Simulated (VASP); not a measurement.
Here is a VASP 6.6.1 calculation.

The input INCAR:

```
SYSTEM = Ir
PREC = Accurate
ENCUT = 520
EDIFF = 1E-6
ISMEAR = 0
SIGMA = 0.15
LREAL = .False.
LASPH = .True.
NELM = 80
ALGO = Normal
ISIF = 2
LWAVE = .False.
LCHARG = .False.
GGA = PS
NBANDS = 10
```

The input KPOINTS:

```
regular mesh
0
Gamma
  22 22 22
  0 0 0
```

Contents of POSCAR:

```
Ir
1.0
    0.0000000000      1.8429120000      1.9197000000
    1.8429120000      0.0000000000      1.9197000000
    1.8429120000      1.8429120000      0.0000000000
Ir
1
Direct
    0.0000000000      0.0000000000      0.0000000000
```

Potentials or basis: VASP PAW PBE potentials, release 64 (Ir).

Launch:

```console
$ cat potpaw_PBE.64/Ir/POTCAR > POTCAR
$ mpirun -np 1 vasp_std > vasp.out
```

Estimate the pressure.

37.1 GPa.

Stress tensor (GPa, compression positive):
```
43.70  0.00  0.00
 0.00 43.70  0.00
 0.00  0.00 23.94
```

Caveat: the cell differs from its parent crystal (strain -0.040 along x and y, +0.000 along z); the PAW data sets were made with another functional, which shifts forces and pressure a little.
